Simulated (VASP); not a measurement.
# ZrH2 (Fm-3m) in VASP: further runs

Runs on ZrH2. Level: r2SCAN. Tasks: single point.

Everything below comes from runs of VASP 6.6.1. Logs are shortened: lines on timing, memory, paths and dates and some standing lists are left out, and cuts for length are marked.

**1. The cell of the first run**

It takes space group Fm-3m (No. 225, cubic). Conventional cell: a = 4.818 Å, b = 4.818 Å, c = 4.818 Å, α = 90.00°, β = 90.00°, γ = 90.00°. Within 2.8 Å of Zr (site symmetry m-3m) lie 8 H at 2.09 Å. H (site symmetry -43m) has 4 Zr at 2.09 Å and 6 H at 2.41 Å within 2.8 Å.

**2. Single point, r2SCAN**

POSCAR

```
ZrH2
1.0
    0.0000000000      2.4092250000      2.4092250000
    2.4092250000      0.0000000000      2.4092250000
    2.4092250000      2.4092250000      0.0000000000
Zr H
1 2
Direct
    0.0000000000      0.0000000000      0.0000000000
    0.7500000000      0.7500000000      0.7500000000
    0.2500000000      0.2500000000      0.2500000000
```

INCAR.step1

```
PREC = Accurate
ENCUT = 520
ISMEAR = 1
SIGMA = 0.3
LREAL = False
LASPH = True
NELM = 80
NBANDS = 14
GGA = PE
ALGO = Normal
EDIFF = 1E-4
LWAVE = True
LCHARG = False
```

INCAR.step2

```
PREC = Accurate
ENCUT = 520
EDIFF = 1E-7
ISMEAR = 1
SIGMA = 0.3
LREAL = False
LASPH = True
NELM = 80
ALGO = Normal
ISIF = 2
LWAVE = False
LCHARG = False
METAGGA = R2SCAN
LMIXTAU = True
NBANDS = 14
ISTART = 1
```

KPOINTS

```
Automatic mesh
0
Gamma
  11 11 11
```

Potentials or basis: VASP PAW PBE potentials, release 64 (Zr_sv, H).

Started as:

```
$ cat potpaw_PBE.64/Zr_sv/POTCAR potpaw_PBE.64/H/POTCAR > POTCAR
$ cp INCAR.step1 INCAR
$ mpirun -np 1 vasp_std > vasp.out
$ cp INCAR.step2 INCAR
$ mpirun -np 1 vasp_std > vasp.out
```

OUTCAR:

```text
PREC = Accurate
   ENCUT = 520
   EDIFF = 1E-7
   ISMEAR = 1
   LREAL = False
   LASPH = True
   NELM = 80
   ISIF = 2
   METAGGA = R2SCAN
   ISTART = 1

 ion  position               nearest neighbor table
   1  0.000  0.000  0.000-   2 2.09   2 2.09   2 2.09   2 2.09   3 2.09   3 2.09   3 2.09   3 2.09

   2  0.750  0.750  0.750-   1 2.09   1 2.09   1 2.09   1 2.09
   3  0.250  0.250  0.250-   1 2.09   1 2.09   1 2.09   1 2.09

  LATTYP: Found a face centered cubic cell.
 ALAT       =     4.8184500000

  Lattice vectors:

 A1 = (   0.0000000000,   2.4092250000,   2.4092250000)
 A2 = (   2.4092250000,   0.0000000000,   2.4092250000)
 A3 = (   2.4092250000,   2.4092250000,   0.0000000000)

Analysis of symmetry for initial positions (statically):
=====================================================================
 Subroutine PRICEL returns:
 Original cell was already a primitive cell.

 Routine SETGRP: Setting up the symmetry group for a
 face centered cubic supercell.

 Subroutine GETGRP returns: Found 48 space group operations
 (whereof 48 operations were pure point group operations)
 out of a pool of 48 trial point group operations.

The static configuration has the point symmetry O_h .

Analysis of symmetry for dynamics (positions and initial velocities):
=====================================================================
 Subroutine PRICEL returns:
 Original cell was already a primitive cell.

 Routine SETGRP: Setting up the symmetry group for a
 face centered cubic supercell.

 Subroutine GETGRP returns: Found 48 space group operations
 (whereof 48 operations were pure point group operations)
 out of a pool of 48 trial point group operations.

The dynamic configuration has the point symmetry O_h .

 Subroutine INISYM returns: Found 48 space group operations
 (whereof 48 operations are pure point group operations),
 and found     1 'primitive' translations

----------------------------------------------------------------------------------------

                                     Primitive cell

  volume of cell :      27.9680

  direct lattice vectors                    reciprocal lattice vectors
     0.000000000  2.409225000  2.409225000    -0.207535618  0.207535618  0.207535618
     2.409225000  0.000000000  2.409225000     0.207535618 -0.207535618  0.207535618
     2.409225000  2.409225000  0.000000000     0.207535618  0.207535618 -0.207535618

  length of vectors
[... 90 lines left out ...]
   ISIF   =      2    stress and relaxation
   ISYM   =      2    0-nonsym 1-usesym 2-fastsym
   POTIM  = 0.5000    time-step for ionic-motion
   TEBEG  =    0.0;   TEEND  =   0.0 temperature during run
   PSTRESS=    0.0 pullay stress
   NELECT =      14.0000    total number of electrons
   NUPDOWN=      -1.0000    fix difference up-down
   EMIN   =  10.00;   EMAX   =-10.00  energy-range for DOS
   EFERMI =   0.00;   METHOD = LEGACY
   ISMEAR =     1;   SIGMA  =   0.30  broadening in eV -4-tet -1-fermi 0-gaus
   EFERMI_NEDOS =   21; number of points for ismear=-14 and -15
   IALGO  =     38    algorithm
   IMIX   =      4    mixing-type and parameters
     AMIX     =   0.40;   BMIX     =  1.00
     AMIX_MAG =   1.60;   BMIX_MAG =  1.00
  volume/ion in A,a.u.               =       9.32        62.91
  Fermi-wavevector in a.u.,A,eV,Ry     =   1.299861  2.456381 22.988919  1.689638
  Thomas-Fermi vector in A             =   2.431097
   LORBIT       =      0    0 simple, 1 ext, 2 COOP (PROOUT), +10 PAW based schemes
   METAGGA = R2SCAN    functional components
   LHFCALC =     F    Hartree Fock is set to
   AEXX    =    0.0000 exact exchange contribution
   IVDW    =     0    specifies the selected vdW correction
   LEPSILON=     F    determine dielectric tensor
   LRPA    =     F    only Hartree local field effects (RPA)
 non-spin polarized calculation
 Methfessel and Paxton  Order N= 1 SIGMA  =   0.30
  energy-cutoff  :      520.00
  volume of cell :       27.97
 maximum number of plane-waves:       766
 NGX is ok and might be reduce to    28
   NGX = 13   NGY = 13   NGZ = 13

 number of electron      14.0000001 magnetization

 Free energy of the ion-electron system (eV)
  ---------------------------------------------------
  ext. energy  EPLUGINS =         0.00000000
  ---------------------------------------------------
  free energy    TOTEN  =       -31.54566146 eV

  energy without entropy =      -31.53769090  energy(sigma->0) =      -31.54300461

 E-fermi :   8.5997     XC(G=0): -11.8865

 val. band max:        8.5870765421   @ k =  -0.1818   0.0909   0.0000
 cond. band min:       8.6153865337   @ k =   0.1818   0.0000   0.0000
 fundamental gap:      0.0283099916
 Fermi energy:         8.5996851597

 k-point     1 :       0.0000    0.0000    0.0000
  band No.  band energies     occupation
      1     -42.5962      2.00000
      2     -19.6478      2.00000
      3     -19.6478      2.00000
      4     -19.6478      2.00000
      5      -1.7069      2.00000
      6       6.7229      2.00000
      7       8.2832      2.05987
      8       8.2832      2.05987
      9       8.2832      2.05986
     10      10.9091     -0.00000
     11      10.9091     -0.00000
     12      19.6534      0.00000
     13      21.3722      0.00000
     14      21.3722      0.00000
[... 377 lines left out ...]
      1     -42.5435      2.00000
      2     -20.0235      2.00000
      3     -19.7964      2.00000
      4     -19.6888      2.00000
      5       0.1621      2.00000
      6       3.2661      2.00000
      7       8.2395      2.07073
      8       9.3671     -0.00178
      9       9.7518     -0.00000
     10      11.7635     -0.00000
     11      14.0346     -0.00000
     12      16.6894      0.00000
     13      19.2324      0.00000
     14      21.3397      0.00000

 [... further k-points ...]
[... 5 lines left out ...]
  --------------------------------------------------------------------------------------
  -------------------------------------------------------------------------------------
  Total       -0.3019960     -0.3019960     -0.3019960      0.0000000      0.0000000      0.0000000
  in kB      -17.3001414    -17.3001414    -17.3001414      0.0000000      0.0000000      0.0000000
  external PRESSURE =     -17.3001414 kB  Pullay stress =       0.0000000 kB

 VOLUME and BASIS-vectors are now :
 -----------------------------------------------------------------------------
  energy-cutoff  :      520.00
  volume of cell :       27.97
      direct lattice vectors                 reciprocal lattice vectors
     0.000000000  2.409225000  2.409225000    -0.207535618  0.207535618  0.207535618
     2.409225000  0.000000000  2.409225000     0.207535618 -0.207535618  0.207535618
     2.409225000  2.409225000  0.000000000     0.207535618  0.207535618 -0.207535618

 POSITION                                       TOTAL-FORCE (eV/Angst)
 -----------------------------------------------------------------------------------
      0.00000      0.00000      0.00000        -0.000000      0.000000      0.000000
      3.61384      3.61384      3.61384        -0.000000     -0.000000     -0.000000
      1.20461      1.20461      1.20461         0.000000      0.000000      0.000000
 -----------------------------------------------------------------------------------
    total drift:                               -0.000000     -0.000000      0.000000

  FREE ENERGIE OF THE ION-ELECTRON SYSTEM (eV)
  ---------------------------------------------------
  free  energy   TOTEN  =       -31.5456614628 eV

  energy  without entropy=      -31.5376909050  energy(sigma->0) =      -31.54300461
```

It took 79 s on 1 thread of AMD EPYC 9R45 (Zen 5), shared host; peak memory 0.14 GiB.

Results:

| Property | Result |
| --- | --- |
| Free energy | -31.5457 eV |
| Pressure | -1.7 GPa |
| Band gap on the k mesh | zero (bands 7 and 8 overlap by 0.70 eV) |

Caveat: so wide a smearing shifts energies and pressures; the PAW data sets were made with another functional, which shifts forces and pressure a little.

(Continued in part 2 of 2.)
